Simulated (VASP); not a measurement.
Wanted: the native input for a VASP 6.6.1 run.

* Task: single point
* Functional: LDA
* Potentials or basis: VASP PAW LDA potentials, release 64 (Pt)
* Cutoff: 520 eV
* k mesh: 22 × 22 × 22
* Occupations: gaussian, width 0.15 eV
* Spin: no spin polarisation
* Dipole correction: no
* Further INCAR settings: ALGO = Normal; EDIFF = 1e-06; NBANDS = 11

The structure of Pt lies in POSCAR:

```
Pt
1.0
    0.0000000000      1.9271718894      1.9271718894
    1.9271718894      0.0000000000      1.9271718894
    1.9271718894      1.9271718894      0.0000000000
Pt
1
Direct
    0.0000000000      0.0000000000      0.0000000000
```

These files were run (other wordings do the same):

INCAR

```
SYSTEM = Pt
PREC = Accurate ; ENCUT = 520
EDIFF = 1E-6 ; ISMEAR = 0
SIGMA = 0.15 ; LREAL = .FALSE.
LASPH = .TRUE. ; NELM = 80
ALGO = Normal ; ISIF = 2
LWAVE = .FALSE. ; LCHARG = .FALSE.
GGA = CA ; NBANDS = 11
```

KPOINTS

```
Automatic mesh
0
G
  22 22 22
  0 0 0
```

Potentials or basis: VASP PAW LDA potentials, release 64 (Pt).

Command:

```bash
$ cat potpaw_LDA.64/Pt/POTCAR > POTCAR
$ mpirun -np 1 vasp_std > vasp.out
```

Results of the run:

* Pressure: 11.1 GPa
* Band gap on the k mesh: zero (bands 5 and 6 overlap by 2.44 eV)

Caveat: the cell stands under pressure; spin-orbit coupling is left out, which moves the levels of the heavy elements.

Run time: 51 s on 1 thread of Intel Xeon 8259CL (shared host), peak memory 0.16 GiB.
